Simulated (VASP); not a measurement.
# InGaAs2 (P-4m2) in VASP: a series of runs

The runs below take InGaAs2 through single point, with PBEsol.

Everything below comes from runs of VASP 6.6.1. Logs are shortened: lines on timing, memory, paths and dates and some standing lists are left out, and cuts for length are marked.

### 1 The cell of the first run

It takes space group P-4m2 (No. 115, tetragonal). Conventional cell: a = 4.115 Å, b = 4.115 Å, c = 6.022 Å, α = 90.00°, β = 90.00°, γ = 90.00°. Within 3.5 Å of In (site symmetry -4m2) lie 4 As at 2.62 Å. Ga (site symmetry -4m2) has 4 As at 2.48 Å within 3.3 Å. As (site symmetry 2mm) has 2 Ga at 2.48 Å and 2 In at 2.62 Å within 3.3 Å.

### 2 Single point, PBEsol (uniaxial strain along c: +2.0 %, then relaxed in part)

The input, INCAR:

```
SYSTEM = InGaAs2
PREC = Accurate
ENCUT = 520
EDIFF = 1E-6
ISMEAR = 0
SIGMA = 0.1
LREAL = .FALSE.
LASPH = .TRUE.
NELM = 80
ALGO = Normal
ISIF = 2
LWAVE = .FALSE.
LCHARG = .FALSE.
GGA = PS
NBANDS = 26
```

The input, KPOINTS:

```
Automatic mesh
0
G
  12 12 10
  0 0 0
```

The input, POSCAR:

```
InGaAs2
1.0
    4.1153733227      0.0000000000      0.0000000000
    0.0000000000      4.1153733227      0.0000000000
    0.0000000000      0.0000000000      6.0220777921
In Ga As
1 1 2
Direct
    0.0000000000      0.0000000000      0.5000000000
    0.5000000000      0.5000000000      0.0000000000
    0.5000000000      0.0000000000      0.7695708563
    0.0000000000      0.5000000000      0.2304291437
```

Potentials or basis: VASP PAW PBE potentials, release 64 (In_d, Ga_d, As).

Launch:

```console
$ cat potpaw_PBE.64/In_d/POTCAR potpaw_PBE.64/Ga_d/POTCAR potpaw_PBE.64/As/POTCAR > POTCAR
$ mpirun -np 1 vasp_std > vasp.out
```

OUTCAR:

```text
SYSTEM = InGaAs2
   PREC = Accurate
   ENCUT = 520
   EDIFF = 1E-6
   ISMEAR = 0
   LREAL = .FALSE.
   LASPH = .TRUE.
   NELM = 80
   ISIF = 2
   GGA = PS

 ion  position               nearest neighbor table
   1  0.000  0.000  0.500-   3 2.62   4 2.62   4 2.62   3 2.62
   2  0.500  0.500  0.000-   3 2.48   4 2.48   3 2.48   4 2.48
   3  0.500  0.000  0.770-   2 2.48   2 2.48   1 2.62   1 2.62
   4  0.000  0.500  0.230-   2 2.48   2 2.48   1 2.62   1 2.62

  LATTYP: Found a simple tetragonal cell.
 ALAT       =     4.1153733227
 C/A-ratio  =     1.4633126377

  Lattice vectors:

 A1 = (   4.1153733227,   0.0000000000,   0.0000000000)
 A2 = (   0.0000000000,   4.1153733227,   0.0000000000)
 A3 = (   0.0000000000,   0.0000000000,   6.0220777921)

Analysis of symmetry for initial positions (statically):
=====================================================================
 Subroutine PRICEL returns:
 Original cell was already a primitive cell.

 Routine SETGRP: Setting up the symmetry group for a
 simple tetragonal supercell.

 Subroutine GETGRP returns: Found  8 space group operations
 (whereof  8 operations were pure point group operations)
 out of a pool of 16 trial point group operations.

The static configuration has the point symmetry D_2d.

Analysis of symmetry for dynamics (positions and initial velocities):
=====================================================================
 Subroutine PRICEL returns:
 Original cell was already a primitive cell.

 Routine SETGRP: Setting up the symmetry group for a
 simple tetragonal supercell.

 Subroutine GETGRP returns: Found  8 space group operations
 (whereof  8 operations were pure point group operations)
 out of a pool of 16 trial point group operations.

The dynamic configuration has the point symmetry D_2d.

 Subroutine INISYM returns: Found  8 space group operations
 (whereof  8 operations are pure point group operations),
 and found     1 'primitive' translations

----------------------------------------------------------------------------------------

                                     Primitive cell

  volume of cell :     101.9917

  direct lattice vectors                    reciprocal lattice vectors
     4.115373323  0.000000000  0.000000000     0.242991321  0.000000000  0.000000000
     0.000000000  4.115373323  0.000000000     0.000000000  0.242991321  0.000000000
     0.000000000  0.000000000  6.022077792     0.000000000  0.000000000  0.166055643

  length of vectors
     4.115373323  4.115373323  6.022077792     0.242991321  0.242991321  0.166055643

  position of ions in fractional coordinates (direct lattice)
     0.000000000  0.000000000  0.500000000
     0.500000000  0.500000000  0.000000000
     0.500000000  0.000000000  0.769570856
     0.000000000  0.500000000  0.230429144

  ion indices of the primitive-cell ions
   primitive index   ion index
                 1           1
                 2           2
                 3           3
                 4           4

----------------------------------------------------------------------------------------

 KPOINTS: Automatic mesh

Automatic generation of k-mesh.
 Grid dimensions read from file:
 generate k-points for:   12   12   10

 Generating k-lattice:

  Cartesian coordinates                     Fractional coordinates (reciprocal lattice)
     0.020249277  0.000000000  0.000000000     0.083333333  0.000000000  0.000000000
     0.000000000  0.020249277  0.000000000     0.000000000  0.083333333  0.000000000
     0.000000000  0.000000000  0.016605564     0.000000000  0.000000000  0.100000000

  Length of vectors
     0.020249277  0.020249277  0.016605564

  Shift w.r.t. Gamma in fractional coordinates (k-lattice)
     0.000000000  0.000000000  0.000000000

 Subroutine IBZKPT returns following result:
 ===========================================

 Found    168 irreducible k-points:

 Following reciprocal coordinates:
            Coordinates               Weight
  0.000000  0.000000  0.000000      1.000000
  0.083333  0.000000  0.000000      4.000000
  0.166667  0.000000  0.000000      4.000000
  0.250000  0.000000  0.000000      4.000000
  0.333333  0.000000  0.000000      4.000000
  0.416667  0.000000  0.000000      4.000000
[... 16 lines left out ...]
  0.333333  0.333333  0.000000      4.000000
  0.416667  0.333333  0.000000      8.000000
 [... further k-points ...]
   k-points           NKPTS =    168   k-points in BZ     NKDIM =    168   number of bands    NBANDS=     26
   number of dos      NEDOS =    301   number of ions     NIONS =      4
   total plane-waves  NPLWV =  49152
   dimension x,y,z NGX =    32 NGY =   32 NGZ =   48
   dimension x,y,z NGXF=    64 NGYF=   64 NGZF=   96
   ions per type =               1   1   2
   NGX,Y,Z   is equivalent  to a cutoff of  12.93, 12.93, 13.25 a.u.
   NGXF,Y,Z  is equivalent  to a cutoff of  25.85, 25.85, 26.50 a.u.
 SYSTEM =  InGaAs2
   PREC   = accura    normal or accurate (medium, high low for compatibility)
   ISTART =      0    job   : 0-new  1-cont  2-samecut
   ICHARG =      2    charge: 1-file 2-atom 10-const
   ISPIN  =      1    spin polarized calculation?
   LNONCOLLINEAR =      F non collinear calculations
   LSORBIT =      F    spin-orbit coupling
   LASPH  =      T    aspherical Exc in radial PAW
   ENCUT  =  520.0 eV  38.22 Ry    6.18 a.u.   7.65  7.65 11.20*2*pi/ulx,y,z
   NELM   =     80;   NELMIN=  2; NELMDL= -5     # of ELM steps
   EDIFF  = 0.1E-05   stopping-criterion for ELM
   LREAL  =      F    real-space projection
   EDIFFG = 0.1E-04   stopping-criterion for IOM
   NSW    =      0    number of steps for IOM
   IBRION =     -1    ionic relax: 0-MD 1-quasi-New 2-CG
   NFREE  =      0    steps in history (QN), initial steepest desc. (CG)
   ISIF   =      2    stress and relaxation
   ISYM   =      2    0-nonsym 1-usesym 2-fastsym
   POTIM  = 0.5000    time-step for ionic-motion
   TEBEG  =    0.0;   TEEND  =   0.0 temperature during run
   PSTRESS=    0.0 pullay stress
   NELECT =      36.0000    total number of electrons
   NUPDOWN=      -1.0000    fix difference up-down
   EMIN   =  10.00;   EMAX   =-10.00  energy-range for DOS
   EFERMI =   0.00;   METHOD = LEGACY
   ISMEAR =     0;   SIGMA  =   0.10  broadening in eV -4-tet -1-fermi 0-gaus
   EFERMI_NEDOS =   21; number of points for ismear=-14 and -15
   IALGO  =     38    algorithm
   IMIX   =      4    mixing-type and parameters
     AMIX     =   0.40;   BMIX     =  1.00
     AMIX_MAG =   1.60;   BMIX_MAG =  1.00
  volume/ion in A,a.u.               =      25.50       172.07
  Fermi-wavevector in a.u.,A,eV,Ry     =   1.156966  2.186349 18.212365  1.338571
  Thomas-Fermi vector in A             =   2.293582
   LORBIT       =      0    0 simple, 1 ext, 2 COOP (PROOUT), +10 PAW based schemes
   GGA     = PS    functional components
   LHFCALC =     F    Hartree Fock is set to
   AEXX    =    0.0000 exact exchange contribution
   IVDW    =     0    specifies the selected vdW correction
   LEPSILON=     F    determine dielectric tensor
   LRPA    =     F    only Hartree local field effects (RPA)
 non-spin polarized calculation
 Gauss-broadening in eV      SIGMA  =   0.10
  energy-cutoff  :      520.00
  volume of cell :      101.99
 maximum number of plane-waves:      2776
 NGX is ok and might be reduce to    32
   NGX = 15   NGY = 15   NGZ = 23

 number of electron      35.9999998 magnetization

 Free energy of the ion-electron system (eV)
  ---------------------------------------------------
  ext. energy  EPLUGINS =         0.00000000
  ---------------------------------------------------
  free energy    TOTEN  =       -17.49678513 eV

  energy without entropy =      -17.49661633  energy(sigma->0) =      -17.49670073

 E-fermi :   4.1332     XC(G=0):  -9.4481

 val. band max:        4.0712744187   @ k =   0.0000   0.0000   0.0000
 cond. band min:       4.5589311126   @ k =   0.0000   0.0000   0.1000
 fundamental gap:      0.4876566939
 Fermi energy:         4.1331587254

 k-point     1 :       0.0000    0.0000    0.0000
  band No.  band energies     occupation
      1     -10.8516      2.00000
      2     -10.7782      2.00000
      3     -10.7782      2.00000
      4     -10.7417      2.00000
      5     -10.7164      2.00000
      6     -10.4175      2.00000
[... 18 lines left out ...]
     25      11.2258      0.00000
     26      13.0277      0.00000

 k-point     2 :       0.0833    0.0000    0.0000
  band No.  band energies     occupation
      1     -10.8503      2.00000
      2     -10.7807      2.00000
      3     -10.7780      2.00000
      4     -10.7410      2.00000
      5     -10.7169      2.00000
      6     -10.4144      2.00000
[... 18 lines left out ...]
     25      11.5453      0.00000
     26      12.7474      0.00000

 k-point     3 :       0.1667    0.0000    0.0000
  band No.  band energies     occupation
      1     -10.8466      2.00000
      2     -10.7872      2.00000
      3     -10.7775      2.00000
      4     -10.7392      2.00000
      5     -10.7183      2.00000
      6     -10.4064      2.00000
[... 18 lines left out ...]
     25      12.0448      0.00000
     26      12.2502      0.00000

 k-point     4 :       0.2500    0.0000    0.0000
  band No.  band energies     occupation
      1     -10.8418      2.00000
      2     -10.7959      2.00000
      3     -10.7768      2.00000
      4     -10.7367      2.00000
      5     -10.7201      2.00000
      6     -10.3974      2.00000
[... 18 lines left out ...]
     25      11.4890      0.00000
     26      11.4991      0.00000
[... 496 lines left out ...]
      1     -10.8357      2.00000
      2     -10.8247      2.00000
      3     -10.7673      2.00000
      4     -10.7302      2.00000
      5     -10.7290      2.00000
      6     -10.3813      2.00000
[... 18 lines left out ...]
     25      11.7573      0.00000
     26      11.9763      0.00000

 k-point    23 :       0.3333    0.3333    0.0000
  band No.  band energies     occupation
      1     -10.8364      2.00000
      2     -10.8251      2.00000
      3     -10.7659      2.00000
      4     -10.7310      2.00000
      5     -10.7292      2.00000
      6     -10.3719      2.00000
[... 18 lines left out ...]
     25      11.3408      0.00000
     26      11.9401      0.00000

 k-point    24 :       0.4167    0.3333    0.0000
  band No.  band energies     occupation
      1     -10.8372      2.00000
      2     -10.8304      2.00000
      3     -10.7625      2.00000
      4     -10.7310      2.00000
      5     -10.7298      2.00000
      6     -10.3727      2.00000
[... 18 lines left out ...]
     25      12.0607      0.00000
     26      12.3246      0.00000

 [... further k-points ...]
[... 5 lines left out ...]
  --------------------------------------------------------------------------------------
  -------------------------------------------------------------------------------------
  Total        0.0775323      0.0775323     -0.7210042      0.0000000      0.0000000      0.0000000
  in kB        1.2179477      1.2179477    -11.3261821      0.0000000      0.0000000      0.0000000
  external PRESSURE =      -2.9634289 kB  Pullay stress =       0.0000000 kB

 VOLUME and BASIS-vectors are now :
 -----------------------------------------------------------------------------
  energy-cutoff  :      520.00
  volume of cell :      101.99
      direct lattice vectors                 reciprocal lattice vectors
     4.115373323  0.000000000  0.000000000     0.242991321  0.000000000  0.000000000
     0.000000000  4.115373323  0.000000000     0.000000000  0.242991321  0.000000000
     0.000000000  0.000000000  6.022077792     0.000000000  0.000000000  0.166055643

 POSITION                                       TOTAL-FORCE (eV/Angst)
 -----------------------------------------------------------------------------------
      0.00000      0.00000      3.01104         0.000000     -0.000000      0.000000
      2.05769      2.05769      0.00000         0.000000      0.000000      0.000000
      2.05769      0.00000      4.63442        -0.000000     -0.000000     -0.004684
      0.00000      2.05769      1.38766         0.000000     -0.000000      0.004684
 -----------------------------------------------------------------------------------
    total drift:                                0.000000     -0.000000     -0.000000

  FREE ENERGIE OF THE ION-ELECTRON SYSTEM (eV)
  ---------------------------------------------------
  free  energy   TOTEN  =       -17.4967851334 eV

  energy  without entropy=      -17.4966163320  energy(sigma->0) =      -17.49670073
```

Wall time 5.3 min (1 thread of AMD EPYC 7R13 (Zen 3), shared host); peak memory 0.53 GiB.

What came out:

* Free energy: -17.4968 eV
* Pressure: -0.3 GPa
* Largest force: 0.005 eV/Å
* Band gap on the k mesh: zero (filled and empty bands touch)

Forces in eV/Å, atoms in the order of the input:
```
In   0.000  0.000  0.000
Ga   0.000  0.000  0.000
As   0.000  0.000 -0.005
As   0.000  0.000  0.005
```

Caveat: the cell differs from its parent crystal (uniaxial strain along c: +2.0 %, then relaxed in part); semilocal functionals underestimate gaps, and a narrow one can read as zero; the PAW data sets were made with another functional, which shifts forces and pressure a little; spin-orbit coupling is left out, which moves the levels of the heavy elements.

### 3 Single point, PBEsol (uniaxial strain along c: +2.0 %)

The input, INCAR:

```
  PREC = Accurate
  ENCUT = 520
  EDIFF = 1E-6
  ISMEAR = 0
  SIGMA = 0.1
  LREAL = F
  LASPH = T
  NELM = 80
  ALGO = Normal
  ISIF = 2
  LWAVE = F
  LCHARG = F
  GGA = PS
  NBANDS = 26
```

The input, KPOINTS:

```
Automatic mesh
0
Gamma
  12 12 10
```

The input, POSCAR:

```
InGaAs2
1.0
    4.1233956758      0.0000000000      0.0000000000
    0.0000000000      4.1233956758      0.0000000000
    0.0000000000      0.0000000000      6.0220777921
In Ga As
1 1 2
Direct
    0.0000000000      0.0000000000      0.5000000000
    0.5000000000      0.5000000000      0.0000000000
    0.5000000000      0.0000000000      0.7696537944
    0.0000000000      0.5000000000      0.2303462056
```

Potentials or basis: VASP PAW PBE potentials, release 64 (In_d, Ga_d, As).

Launch:

```console
$ cat potpaw_PBE.64/In_d/POTCAR potpaw_PBE.64/Ga_d/POTCAR potpaw_PBE.64/As/POTCAR > POTCAR
$ mpirun -np 1 vasp_std > vasp.out
```

OUTCAR:

```text
PREC = Accurate
   ENCUT = 520
   EDIFF = 1E-6
   ISMEAR = 0
   LREAL = F
   LASPH = T
   NELM = 80
   ISIF = 2
   GGA = PS

 ion  position               nearest neighbor table
   1  0.000  0.000  0.500-   3 2.62   4 2.62   4 2.62   3 2.62
   2  0.500  0.500  0.000-   3 2.48   4 2.48   3 2.48   4 2.48
   3  0.500  0.000  0.770-   2 2.48   2 2.48   1 2.62   1 2.62
   4  0.000  0.500  0.230-   2 2.48   2 2.48   1 2.62   1 2.62

  LATTYP: Found a simple tetragonal cell.
 ALAT       =     4.1233956758
[... 887 lines left out ...]
     25      11.9994      0.00000
     26      12.2582      0.00000

 [... further k-points ...]
[... 5 lines left out ...]
  --------------------------------------------------------------------------------------
  -------------------------------------------------------------------------------------
  Total       -0.0899815     -0.0899815     -0.8329951      0.0000000      0.0000000      0.0000000
  in kB       -1.4080153     -1.4080153    -13.0345688      0.0000000      0.0000000      0.0000000
  external PRESSURE =      -5.2835331 kB  Pullay stress =       0.0000000 kB

 VOLUME and BASIS-vectors are now :
 -----------------------------------------------------------------------------
  energy-cutoff  :      520.00
  volume of cell :      102.39
      direct lattice vectors                 reciprocal lattice vectors
     4.123395676  0.000000000  0.000000000     0.242518564  0.000000000  0.000000000
     0.000000000  4.123395676  0.000000000     0.000000000  0.242518564  0.000000000
     0.000000000  0.000000000  6.022077792     0.000000000  0.000000000  0.166055643

 POSITION                                       TOTAL-FORCE (eV/Angst)
 -----------------------------------------------------------------------------------
      0.00000      0.00000      3.01104        -0.000000     -0.000000      0.000000
      2.06170      2.06170      0.00000        -0.000000      0.000000      0.000000
      2.06170      0.00000      4.63492        -0.000000     -0.000000     -0.013117
      0.00000      2.06170      1.38716         0.000000     -0.000000      0.013117
 -----------------------------------------------------------------------------------
    total drift:                                0.000000     -0.000000     -0.000000

  FREE ENERGIE OF THE ION-ELECTRON SYSTEM (eV)
  ---------------------------------------------------
  free  energy   TOTEN  =       -17.4968070637 eV

  energy  without entropy=      -17.4966381349  energy(sigma->0) =      -17.49672260
```

OSZICAR:

```text
N       E                     dE             d eps       ncg     rms          rms(c)
DAV:   1     0.274336728843E+03    0.27434E+03   -0.16806E+04  8770   0.173E+03
DAV:   2     0.142961739887E+02   -0.26004E+03   -0.25124E+03  9174   0.412E+02
DAV:   3    -0.168232675704E+02   -0.31119E+02   -0.30688E+02 10896   0.135E+02
DAV:   4    -0.179486412236E+02   -0.11254E+01   -0.11222E+01 10146   0.266E+01
DAV:   5    -0.179840443459E+02   -0.35403E-01   -0.35390E-01 12534   0.468E+00    0.540E+00
DAV:   6    -0.175551319466E+02    0.42891E+00   -0.68744E-01 12218   0.125E+01    0.296E+00
DAV:   7    -0.175002582929E+02    0.54874E-01   -0.30569E-01 13456   0.384E+00    0.795E-01
DAV:   8    -0.174965194385E+02    0.37389E-02   -0.38434E-02 10754   0.233E+00    0.343E-01
DAV:   9    -0.174966541255E+02   -0.13469E-03   -0.41975E-03 12026   0.929E-01    0.161E-01
DAV:  10    -0.174967679917E+02   -0.11387E-03   -0.45635E-04  9962   0.155E-01    0.855E-02
DAV:  11    -0.174968081529E+02   -0.40161E-04   -0.17331E-04  9934   0.154E-01    0.514E-02
DAV:  12    -0.174968068460E+02    0.13068E-05   -0.30103E-05  9388   0.502E-02    0.109E-02
DAV:  13    -0.174968070637E+02   -0.21763E-06   -0.49789E-06 10616   0.121E-02
   1 F= -.17496807E+02 E0= -.17496723E+02  d E =-.168929E-03
```

stdout:

```text
POSCAR found type information on POSCAR InGaAs
 POSCAR found :  3 types and       4 ions
 scaLAPACK will be used
 -----------------------------------------------------------------------------
|                                                                             |
|                                                                             |
|     You enforced a specific xc type in the INCAR file but a different       |
|     I HOPE YOU KNOW WHAT YOU ARE DOING!                                     |
|                                                                             |
 -----------------------------------------------------------------------------

 LDA part: xc-table for (Slater+PW92), standard interpolation
 POSCAR, INCAR and KPOINTS ok, starting setup
 FFT: planning ... GRIDC
 FFT: planning ... GRID_SOFT
 FFT: planning ... GRID
 WAVECAR not read
 entering main loop
```

Wall time 5.6 min (1 thread of AMD EPYC 7R13 (Zen 3), shared host); peak memory 0.53 GiB.

What came out:

* Free energy: -17.4968 eV
* Pressure: -0.5 GPa
* Largest force: 0.013 eV/Å
* Band gap on the k mesh: zero (filled and empty bands touch)

Forces on the atoms (eV/Å):
```
In   0.000  0.000  0.000
Ga   0.000  0.000  0.000
As   0.000  0.000 -0.013
As   0.000  0.000  0.013
```

Levels at points of the mesh, in eV from the Fermi level:
| k point | band 15 | band 16 | band 17 | band 18 | band 19 | band 20 | band 21 | band 22 |
| --- | --- | --- | --- | --- | --- | --- | --- | --- |
| (0.00, 0.00, 0.00) | -2.53 | -0.36 | -0.33 | -0.06 | -0.06 | 1.44 | 1.81 | 3.63 |
| (0.50, 0.00, 0.00) | -3.41 | -3.14 | -1.46 | -0.85 | 1.99 | 3.01 | 4.64 | 4.67 |
| (0.50, 0.50, 0.00) | -2.81 | -2.64 | -2.64 | -2.47 | 1.23 | 1.23 | 1.37 | 1.74 |
| (0.00, 0.00, 0.50) | -1.92 | -1.92 | -1.25 | -1.25 | 1.85 | 1.90 | 2.61 | 3.12 |
| (0.50, 0.00, 0.50) | -1.43 | -1.30 | -1.28 | -0.77 | 0.42 | 0.86 | 4.01 | 4.52 |
| (0.50, 0.50, 0.50) | -3.37 | -3.29 | -3.18 | -3.18 | 3.90 | 3.97 | 4.10 | 4.10 |

Caveat: the cell differs from its parent crystal (uniaxial strain along c: +2.0 %); semilocal functionals underestimate gaps, and a narrow one can read as zero; the PAW data sets were made with another functional, which shifts forces and pressure a little; spin-orbit coupling is left out, which moves the levels of the heavy elements.

[end of part 1 of 2]

The gap in the log of VASP goes by the Fermi energy; the results here count the filled bands.